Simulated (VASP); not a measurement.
AlN:

```xyz
4
Lattice="3.1302 0.0000 0.0000 -1.5651 2.7109 0.0000 0.0000 0.0000 5.0180" Properties=species:S:1:pos:R:3 pbc="T T T"
Al    0.0000    1.8072   -0.0039
Al    1.5651    0.9036    2.5051
N     0.0000    1.8072    1.9107
N     1.5651    0.9036    4.4197
```

* Program: VASP 6.6.1
* Task: relaxation of cell and atoms
* Functional: PBEsol
* Potentials or basis: VASP PAW PBE potentials, release 64 (Al, N)
* Cutoff: 600 eV
* k mesh: 12 × 12 × 6
* Occupations: fermi-dirac, width 0.02 eV
* Spin: no spin polarisation

At the start: pressure -3.5 GPa; volume 10.65 Å³/atom.

Question: Where does the relaxation end?

Answer: Over 7 steps the energy falls by 2.2 meV/atom and the volume is 10.45 Å³/atom (-1.8 %); space group P6_3mc (No. 186, to 0.05 Å).

The path:
```
step  energy change (eV)  largest force (eV/Å)  pressure (GPa)  volume (Å³)
   1              0.0000                0.0024           -3.54        42.58
   2             -0.0017                0.0165            3.36        41.15
   3             -0.0086                0.0095            0.00        41.82
   4             -0.0087                0.0092            0.00        41.81
   5             -0.0087                0.0090            0.00        41.81
   6             -0.0087                0.0067            0.00        41.81
   7             -0.0087                0.0003            0.00        41.81
```

Final structure:
```xyz
4
Lattice="3.1130 0.0000 0.0000 -1.5565 2.6959 0.0000 0.0000 0.0000 4.9820" Properties=species:S:1:pos:R:3 pbc="T T T"
Al    0.0000    1.7973    4.9770
Al    1.5565    0.8986    2.4860
N     0.0000    1.7973    1.8982
N     1.5565    0.8986    4.3892
```

Caveat: the PAW data sets were made with another functional, which shifts forces and pressure a little.
